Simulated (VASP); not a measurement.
# Ta2N (P-31m) in VASP: a series of runs

The runs below take Ta2N through single point, with PBEsol.

Everything below comes from runs of VASP 6.6.1. Logs are shortened: lines on timing, memory, paths and dates and some standing lists are left out, and cuts for length are marked.

### 1 The cell of the first run

It takes space group P-31m (No. 162, trigonal). The conventional cell has a = 5.185 Å, b = 5.185 Å, c = 4.765 Å, α = 90.00°, β = 90.00°, γ = 120.00°. Within 2.8 Å of Ta (site symmetry m) lie 3 N at 2.09 to 2.11 Å. N (site symmetry 32) has 6 Ta at 2.11 Å within 2.8 Å. N (site symmetry -3m) has 6 Ta at 2.09 Å within 2.8 Å.

### 2 Single point, PBEsol (strain -0.015 along x and y, -0.030 along z)

Input file INCAR:

```
SYSTEM = Ta2N
ALGO = Normal
EDIFF = 1E-6
ENCUT = 520
GGA = PS
ISIF = 2
ISMEAR = 0
LASPH = .True.
LCHARG = .False.
LREAL = .False.
LWAVE = .False.
NBANDS = 50
NELM = 80
PREC = Accurate
SIGMA = 0.15
```

Input file KPOINTS:

```
k-points
0
Gamma
  12 12 8
  0 0 0
```

Input file POSCAR:

```
Ta2N
1.0
    5.1851361118      0.0000000000      0.0000000000
   -2.5925680559      4.4904595949      0.0000000000
    0.0000000000      0.0000000000      4.7652243437
Ta N
6 3
Direct
    0.6668041018      0.6668041018      0.7527922856
    0.0000000000      0.3331958982      0.7527922856
    0.3331958982      0.0000000000      0.7527922856
    0.3331958982      0.3331958982      0.2472077144
    0.0000000000      0.6668041018      0.2472077144
    0.6668041018      0.0000000000      0.2472077144
    0.6666666667      0.3333333333      0.5000000000
    0.3333333333      0.6666666667      0.5000000000
    0.0000000000      0.0000000000      0.0000000000
```

Potentials or basis: VASP PAW PBE potentials, release 64 (Ta_pv, N).

Command:

```sh
$ cat potpaw_PBE.64/Ta_pv/POTCAR potpaw_PBE.64/N/POTCAR > POTCAR
$ mpirun -np 1 vasp_std > vasp.out
```

OUTCAR:

```text
SYSTEM = Ta2N
   EDIFF = 1E-6
   ENCUT = 520
   GGA = PS
   ISIF = 2
   ISMEAR = 0
   LASPH = .True.
   LREAL = .False.
   NELM = 80
   PREC = Accurate

 ion  position               nearest neighbor table
   1  0.667  0.667  0.753-   9 2.09   8 2.11   7 2.11   5 2.92   6 2.92   4 2.92   5 2.96   6 2.96
                             4 2.97   3 2.99   2 2.99   3 2.99   2 2.99   2 2.99   3 2.99
   2  0.000  0.333  0.753-   9 2.09   7 2.11   8 2.11   4 2.92   6 2.92   5 2.92   4 2.96   6 2.96
                             5 2.97   3 2.99   1 2.99   3 2.99   1 2.99   1 2.99   3 2.99
   3  0.333  0.000  0.753-   9 2.09   8 2.11   7 2.11   5 2.92   4 2.92   6 2.92   4 2.96   5 2.96
                             6 2.97   2 2.99   1 2.99   2 2.99   1 2.99   2 2.99   1 2.99
   4  0.333  0.333  0.247-   9 2.09   7 2.11   8 2.11   2 2.92   3 2.92   1 2.92   2 2.96   3 2.96
                             1 2.97   6 2.99   5 2.99   6 2.99   5 2.99   5 2.99   6 2.99
   5  0.000  0.667  0.247-   9 2.09   8 2.11   7 2.11   1 2.92   3 2.92   2 2.92   1 2.96   3 2.96
                             2 2.97   6 2.99   4 2.99   6 2.99   4 2.99   4 2.99   6 2.99
   6  0.667  0.000  0.247-   9 2.09   7 2.11   8 2.11   2 2.92   1 2.92   3 2.92   1 2.96   2 2.96
                             3 2.97   5 2.99   4 2.99   5 2.99   4 2.99   4 2.99   5 2.99
   7  0.667  0.333  0.500-   2 2.11   6 2.11   3 2.11   5 2.11   4 2.11   1 2.11
   8  0.333  0.667  0.500-   5 2.11   3 2.11   6 2.11   2 2.11   1 2.11   4 2.11
   9  0.000  0.000  0.000-   3 2.09   6 2.09   1 2.09   4 2.09   5 2.09   2 2.09

  LATTYP: Found a hexagonal cell.
 ALAT       =     5.1851361118
 C/A-ratio  =     0.9190162497

  Lattice vectors:

 A1 = (   5.1851361118,   0.0000000000,   0.0000000000)
 A2 = (  -2.5925680559,   4.4904595949,   0.0000000000)
 A3 = (   0.0000000000,   0.0000000000,   4.7652243437)

Analysis of symmetry for initial positions (statically):
=====================================================================
 Subroutine PRICEL returns:
 Original cell was already a primitive cell.

 Routine SETGRP: Setting up the symmetry group for a
 hexagonal supercell.

 Subroutine GETGRP returns: Found 12 space group operations
 (whereof 12 operations were pure point group operations)
 out of a pool of 24 trial point group operations.

The static configuration has the point symmetry D_3d.

Analysis of symmetry for dynamics (positions and initial velocities):
=====================================================================
 Subroutine PRICEL returns:
 Original cell was already a primitive cell.

 Routine SETGRP: Setting up the symmetry group for a
 hexagonal supercell.

[... 130 lines left out ...]
   NUPDOWN=      -1.0000    fix difference up-down
   EMIN   =  10.00;   EMAX   =-10.00  energy-range for DOS
   EFERMI =   0.00;   METHOD = LEGACY
   ISMEAR =     0;   SIGMA  =   0.15  broadening in eV -4-tet -1-fermi 0-gaus
   EFERMI_NEDOS =   21; number of points for ismear=-14 and -15
   IALGO  =     38    algorithm
   IMIX   =      4    mixing-type and parameters
     AMIX     =   0.40;   BMIX     =  1.00
     AMIX_MAG =   1.60;   BMIX_MAG =  1.00
  volume/ion in A,a.u.               =      12.33        83.19
  Fermi-wavevector in a.u.,A,eV,Ry     =   1.474094  2.785633 29.564807  2.172952
  Thomas-Fermi vector in A             =   2.588907
   LORBIT       =      0    0 simple, 1 ext, 2 COOP (PROOUT), +10 PAW based schemes
   GGA     = PS    functional components
   LHFCALC =     F    Hartree Fock is set to
   AEXX    =    0.0000 exact exchange contribution
   IVDW    =     0    specifies the selected vdW correction
   LEPSILON=     F    determine dielectric tensor
   LRPA    =     F    only Hartree local field effects (RPA)
 non-spin polarized calculation
 Gauss-broadening in eV      SIGMA  =   0.15
  energy-cutoff  :      520.00
  volume of cell :      110.95
 maximum number of plane-waves:      3030
 NGX is ok and might be reduce to    40
   NGX = 19   NGY = 19   NGZ = 17

 number of electron      80.9999994 magnetization

 Free energy of the ion-electron system (eV)
  ---------------------------------------------------
  ext. energy  EPLUGINS =         0.00000000
  ---------------------------------------------------
  free energy    TOTEN  =      -110.06752828 eV

  energy without entropy =     -110.03704851  energy(sigma->0) =     -110.05228840

 E-fermi :   8.1007     XC(G=0): -13.5022

 val. band max:        8.0782780717   @ k =   0.3333   0.2500   0.3750
 cond. band min:       8.1152400151   @ k =  -0.2500  -0.4167   0.1250
 fundamental gap:      0.0369619434
 Fermi energy:         8.1006890825

 k-point     1 :       0.0000    0.0000    0.0000
  band No.  band energies     occupation
      1     -27.7109      2.00000
      2     -27.2156      2.00000
      3     -26.9728      2.00000
      4     -26.9728      2.00000
      5     -26.9542      2.00000
      6     -26.9542      2.00000
[... 1261 lines left out ...]
     49      11.4246      0.00000
     50      11.8772      0.00000

 [... further k-points ...]

------------------------ aborting loop because EDIFF is reached ----------------------------------------

  FORCE on cell =-STRESS in cart. coord.  units (eV):
  Direction    XX          YY          ZZ          XY          YZ          ZX
  --------------------------------------------------------------------------------------
  -------------------------------------------------------------------------------------
  Total       13.9649785     13.9649785     17.7127089      0.0000000      0.0000000     -0.0000000
  in kB      201.6585066    201.6585066    255.7768660      0.0000000      0.0000000     -0.0000000
  external PRESSURE =     219.6979597 kB  Pullay stress =       0.0000000 kB

 VOLUME and BASIS-vectors are now :
 -----------------------------------------------------------------------------
  energy-cutoff  :      520.00
  volume of cell :      110.95
      direct lattice vectors                 reciprocal lattice vectors
     5.185136112  0.000000000  0.000000000     0.192858968  0.111347177  0.000000000
    -2.592568056  4.490459595  0.000000000     0.000000000  0.222694354  0.000000000
     0.000000000  0.000000000  4.765224344     0.000000000  0.000000000  0.209853708

 POSITION                                       TOTAL-FORCE (eV/Angst)
 -----------------------------------------------------------------------------------
      1.72874      2.99426      3.58722        -0.004833     -0.008370      0.112007
     -0.86383      1.49620      3.58722        -0.004833      0.008370      0.112007
      1.72767      0.00000      3.58722         0.009665     -0.000000      0.112007
      0.86383      1.49620      1.17800         0.004833      0.008370     -0.112007
     -1.72874      2.99426      1.17800         0.004833     -0.008370     -0.112007
      3.45747      0.00000      1.17800        -0.009665     -0.000000     -0.112007
      2.59257      1.49682      2.38261         0.000000     -0.000000      0.000000
     -0.00000      2.99364      2.38261        -0.000000     -0.000000      0.000000
      0.00000      0.00000      0.00000        -0.000000     -0.000000      0.000000
 -----------------------------------------------------------------------------------
    total drift:                               -0.000000      0.000000     -0.000000

  FREE ENERGIE OF THE ION-ELECTRON SYSTEM (eV)
  ---------------------------------------------------
  free  energy   TOTEN  =      -110.0675282844 eV

  energy  without entropy=     -110.0370485108  energy(sigma->0) =     -110.05228840
```

Run time: 10 min. Hardware: 1 thread of Intel Xeon Platinum 8375C at 2.90GHz (Ice Lake), shared host; peak memory 0.6 GiB.

Results:

```
Free energy            : -110.0675 eV
Pressure               : 22.0 GPa
Largest force          : 0.112 eV/Å
Band gap on the k mesh : zero (an odd number of electrons rules out a gap without spin polarisation)
```

Forces in eV/Å, atoms in the order of the input:
```
Ta  -0.005 -0.008  0.112
Ta  -0.005  0.008  0.112
Ta   0.010  0.000  0.112
Ta   0.005  0.008 -0.112
Ta   0.005 -0.008 -0.112
Ta  -0.010  0.000 -0.112
N    0.000  0.000  0.000
N    0.000  0.000  0.000
N    0.000  0.000  0.000
```

Levels at points of the mesh, in eV from the Fermi level:
| k point | band 38 | band 39 | band 40 | band 41 | band 42 | band 43 | band 44 | band 45 |
| --- | --- | --- | --- | --- | --- | --- | --- | --- |
| (0.00, 0.00, 0.00) | -0.82 | -0.56 | -0.56 | -0.33 | -0.18 | -0.18 | 0.60 | 0.60 |
| (0.50, 0.00, 0.00) | -2.20 | -1.44 | 0.44 | 0.55 | 1.12 | 1.17 | 1.90 | 2.50 |
| (0.00, 0.00, 0.50) | -1.85 | -1.56 | -1.56 | -1.00 | 0.63 | 0.63 | 0.88 | 2.12 |
| (0.50, 0.00, 0.50) | -1.41 | -1.35 | -0.80 | -0.10 | 0.08 | 0.17 | 0.69 | 1.04 |

Caveat: the cell differs from its parent crystal (strain -0.015 along x and y, -0.030 along z); the cell stands under pressure; the PAW data sets were made with another functional, which shifts forces and pressure a little; spin-orbit coupling is left out, which moves the levels of the heavy elements.

(Continued in part 2 of 2.)
